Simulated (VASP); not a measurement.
**Nb: single point with PBEsol**

Nb:

```
Nb
1.0
     0.00000    2.08327    2.14672
     2.08327    0.00000    2.14672
     2.08327    2.08327    0.00000
Nb
1
Direct
  0.00000 0.00000 0.00000
```

This cell differs from its parent crystal: strain -0.015 along x and y, +0.015 along z.

| Item | Value |
| --- | --- |
| Program | VASP 6.6.1 |
| Task | single point |
| Functional | PBEsol |
| Potentials or basis | VASP PAW PBE potentials, release 64 (Nb_sv) |
| Cutoff | 520 eV |
| k mesh | 20 × 20 × 20 |
| Occupations | gaussian, width 0.15 eV |
| Spin | no spin polarisation |
| Dipole correction | no |
| Further INCAR settings | ALGO = Fast; EDIFF = 1e-07; NBANDS = 12 |

| Quantity | Value |
| --- | --- |
| Pressure | -5.0 GPa |

Stress tensor (GPa, compression positive):
```
-7.56  0.00  0.00
 0.00 -7.56  0.00
 0.00  0.00  0.08
```

Levels at points of the mesh, in eV from the Fermi level:
| k point | band 2 | band 3 | band 4 | band 5 | band 6 | band 7 | band 8 | band 9 | band 10 | band 11 |
| --- | --- | --- | --- | --- | --- | --- | --- | --- | --- | --- |
| (0.00, 0.00, 0.00) | -30.08 | -30.07 | -30.07 | -6.27 | -0.13 | 0.23 | 0.23 | 2.47 | 2.96 | 11.85 |
| (0.50, 0.00, 0.00) | -31.30 | -30.26 | -30.21 | -3.87 | -0.28 | 0.10 | 1.40 | 4.62 | 4.83 | 10.55 |
| (0.50, 0.50, 0.00) | -31.21 | -30.47 | -30.47 | -4.10 | -3.31 | 3.27 | 4.72 | 5.29 | 5.29 | 11.55 |
| (0.50, 0.00, 0.50) | -31.22 | -30.57 | -30.49 | -4.11 | -3.37 | 3.80 | 4.67 | 5.12 | 5.49 | 10.94 |

It took 6.3 min on 1 thread of Intel Xeon 8259CL (shared host), peak memory 0.26 GiB.

Caveat: the cell differs from its parent crystal (strain -0.015 along x and y, +0.015 along z); the PAW data sets were made with another functional, which shifts forces and pressure a little.
